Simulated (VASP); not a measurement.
Write the native input for VASP 6.6.1 that does the following.

- Task: single point
- Functional: LDA
- Potentials or basis: VASP PAW LDA potentials, release 64 (B, P)
- Cutoff: 500 eV
- k mesh: 15 × 15 × 15
- Occupations: fermi-dirac, width 0.08 eV
- Spin: no spin polarisation
- Dipole correction: no
- Further INCAR settings: ALGO = Normal; EDIFF = 1e-06; NBANDS = 11

The structure of BP (zincblende type) lies in POSCAR:

```
BP
1.0
    0.0000000000      2.1513870828      2.1513870828
    2.1513870828      0.0000000000      2.1513870828
    2.1513870828      2.1513870828      0.0000000000
B P
1 1
Direct
    0.0000000000      0.0000000000      0.0000000000
    0.2500000000      0.2500000000      0.2500000000
```

This cell differs from its parent crystal: volume scaled by 0.88.

One way to write it, as run:

INCAR

```
SYSTEM = BP
PREC = Accurate
ENCUT = 500
EDIFF = 1E-6
ISMEAR = -1
SIGMA = 0.08
LREAL = .False.
LASPH = .True.
NELM = 120
ALGO = Normal
ISIF = 2
LWAVE = .False.
LCHARG = .False.
GGA = CA
NBANDS = 11
GGA_COMPAT = .False.
```

KPOINTS

```
regular mesh
0
Gamma
  15 15 15
  0 0 0
```

Potentials or basis: VASP PAW LDA potentials, release 64 (B, P).

Launch:

```bash
$ cat potpaw_LDA.64/B/POTCAR potpaw_LDA.64/P/POTCAR > POTCAR
$ mpirun -np 1 vasp_std > vasp.out
```

Results of the run:

```
Pressure               : 28.3 GPa
Band gap on the k mesh : 0.98 eV, indirect (least direct gap 3.69 eV)
```

Wall time 14 s on 1 thread of AMD EPYC 9R45 (Zen 5), with other jobs on the host, peak memory 0.1 GiB.
